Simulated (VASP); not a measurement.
A run of VASP 6.6.1 is set up as follows.

INCAR

```
SYSTEM = Ta
PREC = Accurate ; ENCUT = 520
EDIFF = 1E-6 ; ISMEAR = 0
SIGMA = 0.1 ; LREAL = .False.
LASPH = .True. ; NELM = 60
ALGO = Normal ; ISIF = 2
LWAVE = .False. ; LCHARG = .False.
GGA = PE ; NBANDS = 12
```

File KPOINTS:

```
Automatic mesh
0
Gamma
  24 24 24
  0 0 0
```

File POSCAR:

```
Ta
1.0
   -1.6594251671      1.6594251671      1.6594251671
    1.6594251671     -1.6594251671      1.6594251671
    1.6594251671      1.6594251671     -1.6594251671
Ta
1
Direct
    0.0000000000      0.0000000000      0.0000000000
```

Potentials or basis: VASP PAW PBE potentials, release 64 (Ta_pv).

The run is started by

```console
$ cat potpaw_PBE.64/Ta_pv/POTCAR > POTCAR
$ mpirun -np 1 vasp_std > vasp.out
```

Question: Predict the band gap on the k mesh.

Answer: Zero (an odd number of electrons rules out a gap without spin polarisation).

Question: Predict the pressure.

Answer: 0.1 GPa.

Caveat: spin-orbit coupling is left out, which moves the levels of the heavy elements.
